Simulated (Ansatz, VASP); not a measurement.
# Si2C3 in VASP and in Ansatz

The input INCAR:

```
SYSTEM = Si2C3
  PREC = Accurate
  ENCUT = 600
  EDIFF = 1E-6
  ISMEAR = 0
  SIGMA = 0.1
  LREAL = .False.
  LASPH = .True.
  NELM = 60
  ALGO = Normal
  ISIF = 3
  LWAVE = .False.
  LCHARG = .False.
  GGA = PE
  IBRION = 2
  NSW = 90
  EDIFFG = -0.04
```

The input KPOINTS:

```
regular mesh
0
Gamma
  6 6 6
  0 0 0
```

Contents of POSCAR:

```
Si2C3
1.0
   -2.4377424200      2.4377424200      3.5041069500
    2.4377424200     -2.4377424200      3.5041069500
    2.4377424200      2.4377424200     -3.5041069500
Si C
2 3
Direct
    0.5000000000      0.0000000000      0.5000000000
    0.0000000000      0.5000000000      0.5000000000
    0.5000000000      0.5000000000      0.0000000000
    0.7752449800      0.7752449800      0.0000000000
    0.2247550200      0.2247550200      0.0000000000
```

Input for Ansatz:

```yaml
crystal:
  lattice:
    - [-2.43774242, 2.43774242, 3.50410695]
    - [2.43774242, -2.43774242, 3.50410695]
    - [2.43774242, 2.43774242, -3.50410695]
  atoms:
    - { symbol: Si, position: [0.5, 0.0, 0.5] }
    - { symbol: Si, position: [0.0, 0.5, 0.5] }
    - { symbol: C, position: [0.5, 0.5, 0.0] }
    - { symbol: C, position: [0.77524498, 0.77524498, 0.0] }
    - { symbol: C, position: [0.22475502, 0.22475502, 0.0] }
basis:
  ecutwfc: 420
kpoints:
  mp_grid: { grid: [6, 6, 6] }
hamiltonian:
  xc: pbe
scf:
  occupations: { method: gaussian, width: 0.1 }
  lower_state_search: "off"
output:
  forces: true
  stress: true
  eigenvalues: true
relax:
  adjacent_minimum: "off"
  f_tol: 0.04
  max_steps: 70
  cell: { stress_tol: 0.4 }
```

Alike in both runs: task relaxation of cell and atoms; functional PBE; k mesh 6 × 6 × 6; occupations gaussian, width 0.1 eV; no spin polarisation.

```csv
,VASP,Ansatz
version,VASP 6.6.1,Ansatz 0.2.0
potentials or method,"VASP PAW PBE potentials, release 64 (Si, C), cutoff 600 eV","scalar-relativistic, plane waves, PAW"
valence electrons in the cell,20,20
```

VASP gave:

```
gap on the k mesh at the Fermi level, each at its own relaxed structure (eV)  : none
relaxed volume (Å³/atom)                                                      : 8.41
relaxed length of the cell vector where the two differ most in proportion (Å) : 3.917
```

Task: Estimate Ansatz's values.

Result: gap on the k mesh at the Fermi level, each at its own relaxed structure (eV): none; relaxed volume (Å³/atom): 8.54; relaxed length of the cell vector where the two differ most in proportion (Å): 3.909.

A gap of «none» marks a metal or a gap that the smearing closes.

Noted on VASP's run: the volume moved by over 15 % at a fixed basis, so the end points are rough.
